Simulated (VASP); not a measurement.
# SnTe (F-43m) in VASP: a series of runs, part 2 of 2

VASP 6.6.1.

### 3 Single point, PBEsol

This run uses another cell than the first one, of 45.68 Å³/atom, 1.032 times its volume.

The input, INCAR:

```
SYSTEM = SnTe
PREC = Accurate ; ENCUT = 520
EDIFF = 1E-7 ; ISMEAR = 0
SIGMA = 0.01 ; LREAL = .False.
LASPH = .True. ; NELM = 100
ALGO = Normal ; ISIF = 2
LWAVE = .False. ; LCHARG = .False.
GGA = PS ; NBANDS = 17
```

The input, KPOINTS:

```
regular mesh
0
Gamma
  6 6 6
  0 0 0
```

The input, POSCAR:

```
SnTe
1.0
    0.0000000000      3.5746672837      3.5746672837
    3.5746672837      0.0000000000      3.5746672837
    3.5746672837      3.5746672837      0.0000000000
Sn Te
1 1
Direct
    0.0000000000      0.0000000000      0.0000000000
    0.7500000000      0.7500000000      0.7500000000
```

Potentials or basis: VASP PAW PBE potentials, release 64 (Sn_d, Te).

The run is started by

```
> cat potpaw_PBE.64/Sn_d/POTCAR potpaw_PBE.64/Te/POTCAR > POTCAR
> mpirun -np 1 vasp_std > vasp.out
```

OUTCAR:

```text
SYSTEM = SnTe
   PREC = Accurate
   ENCUT = 520
   EDIFF = 1E-7
   ISMEAR = 0
   LREAL = .False.
   LASPH = .True.
   NELM = 100
   ISIF = 2
   GGA = PS

 ion  position               nearest neighbor table
   1  0.000  0.000  0.000-   2 3.10   2 3.10   2 3.10   2 3.10
   2  0.750  0.750  0.750-   1 3.10   1 3.10   1 3.10   1 3.10

  LATTYP: Found a face centered cubic cell.
 ALAT       =     7.1493345674

  Lattice vectors:

 A1 = (   0.0000000000,   3.5746672837,   3.5746672837)
 A2 = (   3.5746672837,   0.0000000000,   3.5746672837)
 A3 = (   3.5746672837,   3.5746672837,   0.0000000000)

Analysis of symmetry for initial positions (statically):
=====================================================================
 Subroutine PRICEL returns:
 Original cell was already a primitive cell.

 Routine SETGRP: Setting up the symmetry group for a
 face centered cubic supercell.

 Subroutine GETGRP returns: Found 24 space group operations
 (whereof 24 operations were pure point group operations)
 out of a pool of 48 trial point group operations.

The static configuration has the point symmetry T_d .

Analysis of symmetry for dynamics (positions and initial velocities):
=====================================================================
 Subroutine PRICEL returns:
 Original cell was already a primitive cell.

 Routine SETGRP: Setting up the symmetry group for a
 face centered cubic supercell.

 Subroutine GETGRP returns: Found 24 space group operations
 (whereof 24 operations were pure point group operations)
 out of a pool of 48 trial point group operations.

The dynamic configuration has the point symmetry T_d .

 Subroutine INISYM returns: Found 24 space group operations
 (whereof 24 operations are pure point group operations),
 and found     1 'primitive' translations

----------------------------------------------------------------------------------------

[... 100 lines left out ...]
   IALGO  =     38    algorithm
   IMIX   =      4    mixing-type and parameters
     AMIX     =   0.40;   BMIX     =  1.00
     AMIX_MAG =   1.60;   BMIX_MAG =  1.00
  volume/ion in A,a.u.               =      45.68       308.25
  Fermi-wavevector in a.u.,A,eV,Ry     =   0.986671  1.864539 13.245550  0.973520
  Thomas-Fermi vector in A             =   2.118069
   LORBIT       =      0    0 simple, 1 ext, 2 COOP (PROOUT), +10 PAW based schemes
   GGA     = PS    functional components
   LHFCALC =     F    Hartree Fock is set to
   AEXX    =    0.0000 exact exchange contribution
   IVDW    =     0    specifies the selected vdW correction
   LEPSILON=     F    determine dielectric tensor
   LRPA    =     F    only Hartree local field effects (RPA)
 non-spin polarized calculation
 Gauss-broadening in eV      SIGMA  =   0.01
  energy-cutoff  :      520.00
  volume of cell :       91.36
 maximum number of plane-waves:      2485
 NGX is ok and might be reduce to    40
   NGX = 19   NGY = 19   NGZ = 19

 number of electron      20.0000006 magnetization

 Free energy of the ion-electron system (eV)
  ---------------------------------------------------
  ext. energy  EPLUGINS =         0.00000000
  ---------------------------------------------------
  free energy    TOTEN  =        -7.61936394 eV

  energy without entropy =       -7.61936394  energy(sigma->0) =       -7.61936394

 E-fermi :   3.2714     XC(G=0):  -7.7511

 val. band max:        3.1617988758   @ k =  -0.3333   0.5000   0.1667
 cond. band min:       3.3129039407   @ k =   0.5000   0.5000   0.0000
 fundamental gap:      0.1511050649
 Fermi energy:         3.2714109906

 k-point     1 :       0.0000    0.0000    0.0000
  band No.  band energies     occupation
      1     -18.3959      2.00000
      2     -18.3959      2.00000
      3     -18.3959      2.00000
      4     -18.3847      2.00000
      5     -18.3847      2.00000
      6      -8.3993      2.00000
[... 297 lines left out ...]
      4     -18.3853      2.00000
      5     -18.3840      2.00000
      6      -7.5793      2.00000
[... 9 lines left out ...]
     16      11.1974      0.00000
     17      11.2271      0.00000

------------------------ aborting loop because EDIFF is reached ----------------------------------------

  FORCE on cell =-STRESS in cart. coord.  units (eV):
  Direction    XX          YY          ZZ          XY          YZ          ZX
  --------------------------------------------------------------------------------------
  -------------------------------------------------------------------------------------
  Total       -0.3675640     -0.3675640     -0.3675640     -0.0000000      0.0000000      0.0000000
  in kB       -6.4462429     -6.4462429     -6.4462429     -0.0000000      0.0000000      0.0000000
  external PRESSURE =      -6.4462429 kB  Pullay stress =       0.0000000 kB

 VOLUME and BASIS-vectors are now :
 -----------------------------------------------------------------------------
  energy-cutoff  :      520.00
  volume of cell :       91.36
      direct lattice vectors                 reciprocal lattice vectors
     0.000000000  3.574667284  3.574667284    -0.139873158  0.139873158  0.139873158
     3.574667284  0.000000000  3.574667284     0.139873158 -0.139873158  0.139873158
     3.574667284  3.574667284  0.000000000     0.139873158  0.139873158 -0.139873158

 POSITION                                       TOTAL-FORCE (eV/Angst)
 -----------------------------------------------------------------------------------
      0.00000      0.00000      0.00000        -0.000000     -0.000000     -0.000000
      5.36200      5.36200      5.36200         0.000000      0.000000      0.000000
 -----------------------------------------------------------------------------------
    total drift:                                0.000000      0.000000      0.000000

  FREE ENERGIE OF THE ION-ELECTRON SYSTEM (eV)
  ---------------------------------------------------
  free  energy   TOTEN  =        -7.6193639450 eV

  energy  without entropy=       -7.6193639450  energy(sigma->0) =       -7.61936394
```

stdout:

```text
POSCAR found type information on POSCAR SnTe
 POSCAR found :  2 types and       2 ions
 scaLAPACK will be used
 -----------------------------------------------------------------------------
|                                                                             |
|                                                                             |
|     You enforced a specific xc type in the INCAR file but a different       |
|     I HOPE YOU KNOW WHAT YOU ARE DOING!                                     |
|                                                                             |
 -----------------------------------------------------------------------------

 LDA part: xc-table for (Slater+PW92), standard interpolation
 POSCAR, INCAR and KPOINTS ok, starting setup
 FFT: planning ... GRIDC
 FFT: planning ... GRID_SOFT
 FFT: planning ... GRID
 WAVECAR not read
 entering main loop
```

It took 15 s on 1 thread of Intel Xeon Platinum 8559C (Emerald Rapids), shared host; peak memory 0.24 GiB.

What came out:

```yaml
Free_energy: -7.6194 eV
Pressure: -0.6 GPa
Band_gap_on_the_k_mesh: 0.15 eV, indirect (least direct gap 0.72 eV)
```

Levels at points of the mesh, in eV from the valence-band top:
```tsv
k point	band 6	band 7	band 8	band 9	band 10	band 11	band 12	band 13	band 14	band 15
(0.00, 0.00, 0.00)	-11.56	-4.99	-1.85	-1.85	-1.85	1.11	1.11	1.11	4.11	6.56
(0.50, 0.00, 0.00)	-10.98	-6.96	-2.41	-2.41	-1.97	1.93	1.93	3.64	5.67	6.47
(0.50, 0.50, 0.00)	-10.74	-7.34	-3.10	-3.10	-0.57	0.15	4.13	4.13	5.52	6.57
```

Caveat: the PAW data sets were made with another functional, which shifts forces and pressure a little; spin-orbit coupling is left out, which moves the levels of the heavy elements.

### 4 Single point, PBEsol

This run uses another cell than the first one, of 47.09 Å³/atom, 1.064 times its volume.

The input, INCAR:

```
PREC = Accurate
ENCUT = 520
EDIFF = 1E-6
ISMEAR = 0
SIGMA = 0.01
LREAL = False
LASPH = True
NELM = 60
ALGO = Normal
ISIF = 2
LWAVE = False
LCHARG = False
GGA = PS
NBANDS = 17
```

The input, KPOINTS:

```
Automatic mesh
0
Gamma
  6 6 6
```

The input, POSCAR:

```
SnTe
1.0
    0.0000000000      3.6111460000      3.6111460000
    3.6111460000      0.0000000000      3.6111460000
    3.6111460000      3.6111460000      0.0000000000
Sn Te
1 1
Direct
    0.0000000000      0.0000000000      0.0000000000
    0.7500000000      0.7500000000      0.7500000000
```

The run is started by

```
> cat potpaw_PBE.64/Sn_d/POTCAR potpaw_PBE.64/Te/POTCAR > POTCAR
> mpirun -np 1 vasp_std > vasp.out
```

It took 12 s on 1 thread of Intel Xeon Platinum 8559C (Emerald Rapids), shared host; peak memory 0.24 GiB.

The run converged. Its results:

```yaml
Free_energy: -7.6019 eV
Pressure: -1.4 GPa
Band_gap_on_the_k_mesh: 0.23 eV, indirect (least direct gap 0.76 eV)
```

Levels at points of the mesh, in eV from the valence-band top:
```
           k point  band 6  band 7  band 8  band 9  band 10  band 11  band 12  band 13  band 14  band 15
(0.00, 0.00, 0.00)  -11.38   -5.05   -1.76   -1.76    -1.76     1.16     1.16     1.16     4.14     6.59
(0.50, 0.00, 0.00)  -10.84   -6.86   -2.30   -2.30    -1.90     1.96     1.96     3.54     5.71     6.44
(0.50, 0.50, 0.00)  -10.62   -7.22   -2.96   -2.96    -0.53     0.23     4.03     4.03     5.50     6.49
```

Caveat: the PAW data sets were made with another functional, which shifts forces and pressure a little; spin-orbit coupling is left out, which moves the levels of the heavy elements. A k mesh can miss the band edges.

### 5 Summary

```tsv
cell	gap on the mesh (eV)	pressure (GPa)
a = 5.003 Å, angles 60.0°, 2 atoms	0.07	0.2
a = 5.055 Å, angles 60.0°, 2 atoms	0.15	-0.6
a = 5.107 Å, angles 60.0°, 2 atoms	0.23	-1.4
```

Alike in all rows: task single point; level PBEsol; potentials or basis VASP PAW PBE potentials, release 64 (Sn_d, Te); no spin polarisation; k mesh 6 × 6 × 6; cutoff (eV) 520; smearing gaussian 0.01 eV.

Caveats: the PAW data sets were made with another functional, which shifts forces and pressure a little; spin-orbit coupling is left out, which moves the levels of the heavy elements.

Total energies depend on the potentials used, so only differences within one code and one set of settings carry meaning.
